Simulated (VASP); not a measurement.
# La (P6/mmm) in VASP: further runs

Runs on La. Level: PBE. Tasks: single point.

Program: VASP 6.6.1. These are calculated values, not measurements. Logs are shortened: lines on timing, memory, paths and dates and some standing lists are left out, and cuts for length are marked.

### 1 The cell of the first run

Symmetry: P6/mmm, No. 191, hexagonal system. Conventional cell: a = 3.164 Å, b = 3.164 Å, c = 2.983 Å, α = 90.00°, β = 90.00°, γ = 120.00°. La (site symmetry 6/mmm) has 8 La at 2.98 to 3.16 Å within 3.9 Å.

### 2 Single point, PBE

The input, INCAR:

```
SYSTEM = La
ALGO = Normal ; EDIFF = 1E-7
ENCUT = 520 ; GGA = PE
ISIF = 2 ; ISMEAR = -1
LASPH = .True. ; LCHARG = .False.
LREAL = .False. ; LWAVE = .False.
NBANDS = 12 ; NELM = 100
PREC = Accurate ; SIGMA = 0.08
```

The input, KPOINTS:

```
k-points
0
Gamma
  12 12 11
  0 0 0
```

The input, POSCAR:

```
La
1.0
    3.1639065669      0.0000000000      0.0000000000
   -1.5819532834      2.7400234621      0.0000000000
    0.0000000000      0.0000000000      2.9833622072
La
1
Direct
    0.0000000000      0.0000000000      0.0000000000
```

Potentials or basis: VASP PAW PBE potentials, release 64 (La).

Started as:

```console
cat potpaw_PBE.64/La/POTCAR > POTCAR
mpirun -np 1 vasp_std > vasp.out
```

OUTCAR:

```text
SYSTEM = La
   EDIFF = 1E-7
   ENCUT = 520
   GGA = PE
   ISIF = 2
   ISMEAR = -1
   LASPH = .True.
   LREAL = .False.
   NELM = 100
   PREC = Accurate

 ion  position               nearest neighbor table
   1  0.000  0.000  0.000-

  LATTYP: Found a hexagonal cell.
 ALAT       =     3.1639065669
 C/A-ratio  =     0.9429362543

  Lattice vectors:

 A1 = (   3.1639065669,   0.0000000000,   0.0000000000)
 A2 = (  -1.5819532834,   2.7400234621,   0.0000000000)
 A3 = (   0.0000000000,   0.0000000000,   2.9833622072)

Analysis of symmetry for initial positions (statically):
=====================================================================
 Subroutine PRICEL returns:
 Original cell was already a primitive cell.

 Routine SETGRP: Setting up the symmetry group for a
 hexagonal supercell.

 Subroutine GETGRP returns: Found 24 space group operations
 (whereof 24 operations were pure point group operations)
 out of a pool of 24 trial point group operations.

The static configuration has the point symmetry D_6h.

Analysis of symmetry for dynamics (positions and initial velocities):
=====================================================================
 Subroutine PRICEL returns:
 Original cell was already a primitive cell.

 Routine SETGRP: Setting up the symmetry group for a
 hexagonal supercell.

 Subroutine GETGRP returns: Found 24 space group operations
 (whereof 24 operations were pure point group operations)
 out of a pool of 24 trial point group operations.

The dynamic configuration has the point symmetry D_6h.

 Subroutine INISYM returns: Found 24 space group operations
 (whereof 24 operations are pure point group operations),
 and found     1 'primitive' translations

----------------------------------------------------------------------------------------

                                     Primitive cell

  volume of cell :      25.8633

  direct lattice vectors                    reciprocal lattice vectors
     3.163906567  0.000000000  0.000000000     0.316064959  0.182480189  0.000000000
    -1.581953283  2.740023462  0.000000000     0.000000000  0.364960379  0.000000000
     0.000000000  0.000000000  2.983362207     0.000000000  0.000000000  0.335192287

  length of vectors
     3.163906567  3.163906567  2.983362207     0.364960379  0.364960379  0.335192287

  position of ions in fractional coordinates (direct lattice)
     0.000000000  0.000000000  0.000000000

  ion indices of the primitive-cell ions
   primitive index   ion index
                 1           1

----------------------------------------------------------------------------------------

 KPOINTS: k-points

Automatic generation of k-mesh.
 Grid dimensions read from file:
 generate k-points for:   12   12   11

 Generating k-lattice:

  Cartesian coordinates                     Fractional coordinates (reciprocal lattice)
     0.026338747  0.015206682  0.000000000     0.083333333  0.000000000  0.000000000
     0.000000000  0.030413365  0.000000000     0.000000000  0.083333333  0.000000000
     0.000000000  0.000000000  0.030472026     0.000000000  0.000000000  0.090909091

  Length of vectors
     0.030413365  0.030413365  0.030472026

  Shift w.r.t. Gamma in fractional coordinates (k-lattice)
     0.000000000  0.000000000  0.000000000

 Subroutine IBZKPT returns following result:
 ===========================================

 Found    114 irreducible k-points:

 Following reciprocal coordinates:
            Coordinates               Weight
  0.000000  0.000000  0.000000      1.000000
  0.083333  0.000000  0.000000      6.000000
  0.166667 -0.000000  0.000000      6.000000
  0.250000  0.000000  0.000000      6.000000
  0.333333  0.000000  0.000000      6.000000
  0.416667  0.000000  0.000000      6.000000
[... 16 lines left out ...]
  0.250000  0.000000  0.090909     12.000000
  0.333333  0.000000  0.090909     12.000000
 [... further k-points ...]
   k-points           NKPTS =    114   k-points in BZ     NKDIM =    114   number of bands    NBANDS=     12
   number of dos      NEDOS =    301   number of ions     NIONS =      1
   total plane-waves  NPLWV =  13824
   dimension x,y,z NGX =    24 NGY =   24 NGZ =   24
   dimension x,y,z NGXF=    48 NGYF=   48 NGZF=   48
   ions per type =               1
   NGX,Y,Z   is equivalent  to a cutoff of  12.61, 12.61, 13.37 a.u.
   NGXF,Y,Z  is equivalent  to a cutoff of  25.22, 25.22, 26.75 a.u.
 SYSTEM =  La
   PREC   = accura    normal or accurate (medium, high low for compatibility)
   ISTART =      0    job   : 0-new  1-cont  2-samecut
   ICHARG =      2    charge: 1-file 2-atom 10-const
   ISPIN  =      1    spin polarized calculation?
   LNONCOLLINEAR =      F non collinear calculations
   LSORBIT =      F    spin-orbit coupling
   LASPH  =      T    aspherical Exc in radial PAW
   ENCUT  =  520.0 eV  38.22 Ry    6.18 a.u.   5.88  5.88  5.55*2*pi/ulx,y,z
   NELM   =    100;   NELMIN=  2; NELMDL= -5     # of ELM steps
   EDIFF  = 0.1E-06   stopping-criterion for ELM
   LREAL  =      F    real-space projection
   EDIFFG = 0.1E-05   stopping-criterion for IOM
   NSW    =      0    number of steps for IOM
   IBRION =     -1    ionic relax: 0-MD 1-quasi-New 2-CG
   NFREE  =      0    steps in history (QN), initial steepest desc. (CG)
   ISIF   =      2    stress and relaxation
   ISYM   =      2    0-nonsym 1-usesym 2-fastsym
   POTIM  = 0.5000    time-step for ionic-motion
   TEBEG  =    0.0;   TEEND  =   0.0 temperature during run
   PSTRESS=    0.0 pullay stress
   NELECT =      11.0000    total number of electrons
   NUPDOWN=      -1.0000    fix difference up-down
   EMIN   =  10.00;   EMAX   =-10.00  energy-range for DOS
   EFERMI =   0.00;   METHOD = LEGACY
   ISMEAR =    -1;   SIGMA  =   0.08  broadening in eV -4-tet -1-fermi 0-gaus
   EFERMI_NEDOS =   21; number of points for ismear=-14 and -15
   IALGO  =     38    algorithm
   IMIX   =      4    mixing-type and parameters
     AMIX     =   0.40;   BMIX     =  1.00
     AMIX_MAG =   1.60;   BMIX_MAG =  1.00
  volume/ion in A,a.u.               =      25.86       174.53
  Fermi-wavevector in a.u.,A,eV,Ry     =   1.231150  2.326537 20.622774  1.515731
  Thomas-Fermi vector in A             =   2.365971
   LORBIT       =      0    0 simple, 1 ext, 2 COOP (PROOUT), +10 PAW based schemes
   GGA     = PE    functional components
   LHFCALC =     F    Hartree Fock is set to
   AEXX    =    0.0000 exact exchange contribution
   IVDW    =     0    specifies the selected vdW correction
   LEPSILON=     F    determine dielectric tensor
   LRPA    =     F    only Hartree local field effects (RPA)
 non-spin polarized calculation
  energy-cutoff  :      520.00
  volume of cell :       25.86
 maximum number of plane-waves:       714
 NGX is ok and might be reduce to    24

 number of electron      10.9999999 magnetization

 Free energy of the ion-electron system (eV)
  ---------------------------------------------------
  ext. energy  EPLUGINS =         0.00000000
  ---------------------------------------------------
  free energy    TOTEN  =        -4.21862653 eV

  energy without entropy =       -4.19030466  energy(sigma->0) =       -4.20446560

 E-fermi :  11.8165     XC(G=0): -11.1039

 val. band max:       11.8137801252   @ k =   0.3333   0.0000   0.1818
 cond. band min:      11.8251987417   @ k =   0.2500   0.0000   0.4545
 fundamental gap:      0.0114186166
 Fermi energy:        11.8164893902

 k-point     1 :       0.0000    0.0000    0.0000
  band No.  band energies     occupation
      1     -21.2009      2.00000
      2      -2.7248      2.00000
      3      -2.6737      2.00000
      4      -2.6737      2.00000
      5       9.6234      2.00000
      6      10.1147      2.00000
      7      13.2222      0.00000
      8      13.6780      0.00000
      9      13.6780      0.00000
     10      14.6909      0.00000
     11      14.6910      0.00000
     12      14.9480      0.00000

 k-point     2 :       0.0833    0.0000    0.0000
  band No.  band energies     occupation
      1     -21.1535      2.00000
      2      -3.0058      2.00000
      3      -2.7437      2.00000
      4      -2.6889      2.00000
      5       9.9189      2.00000
      6      10.3171      2.00000
      7      12.5490      0.00021
      8      13.8146      0.00000
      9      14.2746      0.00000
     10      14.6673      0.00000
     11      14.6852      0.00000
     12      14.9434      0.00000

 k-point     3 :       0.1667   -0.0000    0.0000
  band No.  band energies     occupation
      1     -21.0207      2.00000
      2      -3.8335      2.00000
      3      -2.9288      2.00000
      4      -2.5892      2.00000
      5      10.3082      2.00000
      6      10.7977      1.99999
      7      12.2445      0.00944
      8      14.0787      0.00000
      9      14.5249      0.00000
     10      14.6776      0.00000
     11      14.8793      0.00000
     12      14.9195      0.00000
[... 286 lines left out ...]
 k-point    23 :       0.2500    0.0000    0.0909
  band No.  band energies     occupation
      1     -20.7823      2.00000
      2      -4.7873      2.00000
      3      -3.1316      2.00000
      4      -2.8528      2.00000
      5      10.4134      2.00000
      6      11.3206      1.99595
      7      13.3035      0.00000
      8      14.1634      0.00000
      9      14.2625      0.00000
     10      14.6737      0.00000
     11      14.7580      0.00000
     12      15.0506      0.00000

 k-point    24 :       0.3333    0.0000    0.0909
  band No.  band energies     occupation
      1     -20.5809      2.00000
      2      -5.6848      2.00000
      3      -3.3572      2.00000
      4      -2.6956      2.00000
      5       9.8604      2.00000
      6      11.7713      1.27517
      7      13.6299      0.00000
      8      14.2937      0.00000
      9      14.4232      0.00000
     10      14.6978      0.00000
     11      14.7044      0.00000
     12      15.1880      0.00000

 [... further k-points ...]

------------------------ aborting loop because EDIFF is reached ----------------------------------------

  FORCE on cell =-STRESS in cart. coord.  units (eV):
  Direction    XX          YY          ZZ          XY          YZ          ZX
  --------------------------------------------------------------------------------------
  -------------------------------------------------------------------------------------
  Total        2.3645894      2.3645894      2.3595901      0.0000000      0.0000000     -0.0000000
  in kB      146.4813725    146.4813725    146.1716800      0.0000000      0.0000000     -0.0000000
  external PRESSURE =     146.3781417 kB  Pullay stress =       0.0000000 kB

 VOLUME and BASIS-vectors are now :
 -----------------------------------------------------------------------------
  energy-cutoff  :      520.00
  volume of cell :       25.86
      direct lattice vectors                 reciprocal lattice vectors
     3.163906567  0.000000000  0.000000000     0.316064959  0.182480189  0.000000000
    -1.581953283  2.740023462  0.000000000     0.000000000  0.364960379  0.000000000
     0.000000000  0.000000000  2.983362207     0.000000000  0.000000000  0.335192287

 POSITION                                       TOTAL-FORCE (eV/Angst)
 -----------------------------------------------------------------------------------
      0.00000      0.00000      0.00000         0.000000      0.000000      0.000000
 -----------------------------------------------------------------------------------
    total drift:                               -0.000000      0.000000      0.000000

  FREE ENERGIE OF THE ION-ELECTRON SYSTEM (eV)
  ---------------------------------------------------
  free  energy   TOTEN  =        -4.2186265312 eV

  energy  without entropy=       -4.1903046601  energy(sigma->0) =       -4.20446560
```

Wall time 32 s (1 thread of Intel Xeon Platinum 8375C at 2.90GHz (Ice Lake), shared host); peak memory 0.17 GiB.

What came out:

```
Free energy : -4.2186 eV
Pressure    : 14.6 GPa
```

Caveat: spin-orbit coupling is left out, which moves the levels of the heavy elements.

### 3 Single point, PBE

The input, INCAR:

```
ALGO = Normal
EDIFF = 1E-6
ENCUT = 520
GGA = PE
ISIF = 2
ISMEAR = -1
LASPH = T
LCHARG = F
LREAL = F
LWAVE = F
NBANDS = 12
NELM = 60
PREC = Accurate
SIGMA = 0.08
```

The input, KPOINTS:

```
k-points
0
Gamma
  12 12 11
```

POSCAR is that of step 2.

Potentials or basis: VASP PAW PBE potentials, release 64 (La).

Started as:

```console
cat potpaw_PBE.64/La/POTCAR > POTCAR
mpirun -np 1 vasp_std > vasp.out
```

Run time: 20 s. Hardware: 1 thread of Intel Xeon Platinum 8375C at 2.90GHz (Ice Lake), shared host; peak memory 0.17 GiB.

The run converged. Its results:

```
Free energy : -4.2186 eV
Pressure    : 14.6 GPa
```

Levels at points of the mesh, in eV from the Fermi level:
```tsv
k point	band 3	band 4	band 5	band 6	band 7	band 8	band 9	band 10
(0.00, 0.00, 0.00)	-14.49	-14.49	-2.19	-1.70	1.41	1.86	1.86	2.87
(0.50, 0.00, 0.00)	-15.43	-13.97	-2.54	0.35	1.57	2.45	2.86	2.93
```

Caveat: spin-orbit coupling is left out, which moves the levels of the heavy elements.

### 4 Single point, PBE

This run uses another cell than the first one, of 29.56 Å³/atom, 1.143 times its volume.

The input, INCAR:

```
SYSTEM = La
ALGO = Normal
EDIFF = 1E-6
ENCUT = 520
GGA = PE
ISIF = 2
ISMEAR = -1
LASPH = .TRUE.
LCHARG = .FALSE.
LREAL = .FALSE.
LWAVE = .FALSE.
NBANDS = 12
NELM = 60
PREC = Accurate
SIGMA = 0.08
```

The input, KPOINTS:

```
k-points
0
G
  12 12 11
  0 0 0
```

The input, POSCAR:

```
La
1.0
    3.2835885499      0.0000000000      0.0000000000
   -1.6417942750      2.8436710998      0.0000000000
    0.0000000000      0.0000000000      3.1655397068
La
1
Direct
    0.0000000000      0.0000000000      0.0000000000
```

Potentials or basis: VASP PAW PBE potentials, release 64 (La).

Started as:

```console
cat potpaw_PBE.64/La/POTCAR > POTCAR
mpirun -np 1 vasp_std > vasp.out
```

OUTCAR:

```text
SYSTEM = La
   EDIFF = 1E-6
   ENCUT = 520
   GGA = PE
   ISIF = 2
   ISMEAR = -1
   LASPH = .TRUE.
   LREAL = .FALSE.
   NELM = 60
   PREC = Accurate

 ion  position               nearest neighbor table
   1  0.000  0.000  0.000-

  LATTYP: Found a hexagonal cell.
 ALAT       =     3.2835885499
 C/A-ratio  =     0.9640488322

  Lattice vectors:

 A1 = (   3.2835885499,   0.0000000000,   0.0000000000)
 A2 = (  -1.6417942750,   2.8436710998,   0.0000000000)
 A3 = (   0.0000000000,   0.0000000000,   3.1655397068)

Analysis of symmetry for initial positions (statically):
=====================================================================
 Subroutine PRICEL returns:
 Original cell was already a primitive cell.

 Routine SETGRP: Setting up the symmetry group for a
 hexagonal supercell.

 Subroutine GETGRP returns: Found 24 space group operations
 (whereof 24 operations were pure point group operations)
 out of a pool of 24 trial point group operations.

The static configuration has the point symmetry D_6h.

Analysis of symmetry for dynamics (positions and initial velocities):
=====================================================================
 Subroutine PRICEL returns:
 Original cell was already a primitive cell.

 Routine SETGRP: Setting up the symmetry group for a
 hexagonal supercell.

 Subroutine GETGRP returns: Found 24 space group operations
 (whereof 24 operations were pure point group operations)
 out of a pool of 24 trial point group operations.

The dynamic configuration has the point symmetry D_6h.

 Subroutine INISYM returns: Found 24 space group operations
 (whereof 24 operations are pure point group operations),
 and found     1 'primitive' translations

----------------------------------------------------------------------------------------

                                     Primitive cell

  volume of cell :      29.5581

  direct lattice vectors                    reciprocal lattice vectors
[... 112 lines left out ...]
   AEXX    =    0.0000 exact exchange contribution
   IVDW    =     0    specifies the selected vdW correction
   LEPSILON=     F    determine dielectric tensor
   LRPA    =     F    only Hartree local field effects (RPA)
 non-spin polarized calculation
  energy-cutoff  :      520.00
  volume of cell :       29.56
 maximum number of plane-waves:       816
   NGX = 13   NGY = 13   NGZ = 11

 number of electron      10.9999998 magnetization

 Free energy of the ion-electron system (eV)
  ---------------------------------------------------
  ext. energy  EPLUGINS =         0.00000000
  ---------------------------------------------------
  free energy    TOTEN  =        -4.46671271 eV

  energy without entropy =       -4.42697705  energy(sigma->0) =       -4.44684488

 E-fermi :  10.1285     XC(G=0): -10.4983

 val. band max:       10.1274243754   @ k =   0.2500   0.1667   0.1818
 cond. band min:      10.1438468026   @ k =   0.2500   0.0833   0.1818
 fundamental gap:      0.0164224272
 Fermi energy:        10.1285438227

 k-point     1 :       0.0000    0.0000    0.0000
  band No.  band energies     occupation
      1     -22.7272      2.00000
      2      -5.0400      2.00000
      3      -4.7945      2.00000
      4      -4.7945      2.00000
      5       7.5679      2.00000
      6       8.7538      2.00000
      7      11.5678      0.00000
      8      11.9882      0.00000
      9      11.9882      0.00000
     10      12.7504      0.00000
     11      12.7510      0.00000
     12      12.8240      0.00000
[... 331 lines left out ...]
 k-point    24 :       0.3333   -0.0000    0.0909
  band No.  band energies     occupation
      1     -22.2977      2.00000
      2      -7.1029      2.00000
      3      -5.3132      2.00000
      4      -4.9763      2.00000
      5       8.4671      2.00000
      6       9.9240      1.85609
      7      11.8005      0.00000
      8      12.3640      0.00000
      9      12.4181      0.00000
     10      12.6865      0.00000
     11      12.7372      0.00000
     12      13.0521      0.00000

 [... further k-points ...]

------------------------ aborting loop because EDIFF is reached ----------------------------------------

  FORCE on cell =-STRESS in cart. coord.  units (eV):
  Direction    XX          YY          ZZ          XY          YZ          ZX
  --------------------------------------------------------------------------------------
  -------------------------------------------------------------------------------------
  Total        1.4093376      1.4093376      1.4103951     -0.0000000      0.0000000      0.0000000
  in kB       76.3923292     76.3923292     76.4496501     -0.0000000      0.0000000      0.0000000
  external PRESSURE =      76.4114361 kB  Pullay stress =       0.0000000 kB

 VOLUME and BASIS-vectors are now :
 -----------------------------------------------------------------------------
  energy-cutoff  :      520.00
  volume of cell :       29.56
      direct lattice vectors                 reciprocal lattice vectors
     3.283588550  0.000000000  0.000000000     0.304544855  0.175829054  0.000000000
    -1.641794275  2.843671100  0.000000000     0.000000000  0.351658108  0.000000000
     0.000000000  0.000000000  3.165539707     0.000000000  0.000000000  0.315901898

 POSITION                                       TOTAL-FORCE (eV/Angst)
 -----------------------------------------------------------------------------------
      0.00000      0.00000      0.00000         0.000000      0.000000      0.000000
 -----------------------------------------------------------------------------------
    total drift:                               -0.000000      0.000000      0.000000

  FREE ENERGIE OF THE ION-ELECTRON SYSTEM (eV)
  ---------------------------------------------------
  free  energy   TOTEN  =        -4.4667127137 eV

  energy  without entropy=       -4.4269770528  energy(sigma->0) =       -4.44684488
```

Run time: 22 s. Hardware: 1 thread of Intel Xeon Platinum 8375C at 2.90GHz (Ice Lake), shared host; peak memory 0.18 GiB.

What came out:

| Quantity | Value |
| --- | --- |
| Free energy | -4.4667 eV |
| Pressure | 7.6 GPa |

Caveat: spin-orbit coupling is left out, which moves the levels of the heavy elements.
